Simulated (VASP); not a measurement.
Set up this calculation in VASP 6.6.1, as the native input.

| Item | Value |
| --- | --- |
| Task | electric field gradients |
| Functional | PBE |
| Potentials or basis | VASP PAW PBE potentials, release 64 (Bi_d, S) |
| Cutoff | 520 eV |
| k mesh | 3 × 7 × 3 |
| Occupations | fermi-dirac, width 0.02 eV |
| Spin | no spin polarisation |
| Dipole correction | no |
| Further INCAR settings | LREAL = Auto; ALGO = Normal; EDIFF = 1e-08; NBANDS = 112 |

The structure of Bi2S3 lies in POSCAR:

```
Bi2S3
1.0
   10.7580000000      0.0000000000      0.0000000000
    0.0000000000      3.8833000000      0.0000000000
    0.0000000000      0.0000000000     10.6500000000
Bi S
8 12
Direct
    0.9996000000      0.2500000000      0.6744000000
    0.5004000000      0.7500000000      0.1744000000
    0.4996000000      0.2500000000      0.8256000000
    0.0004000000      0.7500000000      0.3256000000
    0.3292000000      0.2500000000      0.4668000000
    0.1708000000      0.7500000000      0.9668000000
    0.8292000000      0.2500000000      0.0332000000
    0.6708000000      0.7500000000      0.5332000000
    0.0523000000      0.2500000000      0.1297000000
    0.4477000000      0.7500000000      0.6297000000
    0.5523000000      0.2500000000      0.3703000000
    0.9477000000      0.7500000000      0.8703000000
    0.3754000000      0.2500000000      0.0599000000
    0.1246000000      0.7500000000      0.5599000000
    0.8754000000      0.2500000000      0.4401000000
    0.6246000000      0.7500000000      0.9401000000
    0.2207000000      0.2500000000      0.7983000000
    0.2793000000      0.7500000000      0.2983000000
    0.7207000000      0.2500000000      0.7017000000
    0.7793000000      0.7500000000      0.2017000000
```

The input as run:

INCAR

```
SYSTEM = Bi2S3
PREC     = Accurate       ! precision mode
ENCUT    = 520            ! plane-wave cutoff, eV
EDIFF    = 1E-8           ! SCF threshold, eV
ISMEAR   = -1             ! smearing method
SIGMA    = 0.02           ! smearing width, eV
LREAL    = Auto         
LASPH    = .True.         ! aspherical terms in the spheres
NELM     = 80             ! most SCF steps
ALGO     = Normal         ! electronic algorithm
ISIF     = 2              ! what is computed and relaxed
LWAVE    = .False.        ! write WAVECAR
LCHARG   = .False.        ! write CHGCAR
GGA      = PE             ! functional
LEFG     = .True.       
NBANDS   = 112            ! bands
KPAR     = 4
```

KPOINTS

```
Automatic mesh
0
Gamma
  3 7 3
  0 0 0
```

Potentials or basis: VASP PAW PBE potentials, release 64 (Bi_d, S).

Run with:

```bash
$ cat potpaw_PBE.64/Bi_d/POTCAR potpaw_PBE.64/S/POTCAR > POTCAR
$ mpirun -np 4 vasp_std > vasp.out
```

Results of the run:

* Pressure: 9.3 GPa
* Largest force: 0.331 eV/Å
* Band gap on the k mesh: 1.09 eV
* Largest electric field gradient by atom: Bi +17.4, -147.3 (each value once); S -28.4, -63.0, +13.4 (each value once) V/Å²

Caveat: the cell stands under pressure; without QUAD_EFG the Cq values of the log hold for a quadrupole moment of 1 mb, not for the nuclei; spin-orbit coupling is left out, which moves the levels of the heavy elements.

Wall time 12 min on 4 MPI ranks on Oxide Virtual Turin-like Processor (shared host), peak memory 0.75 GiB a rank.
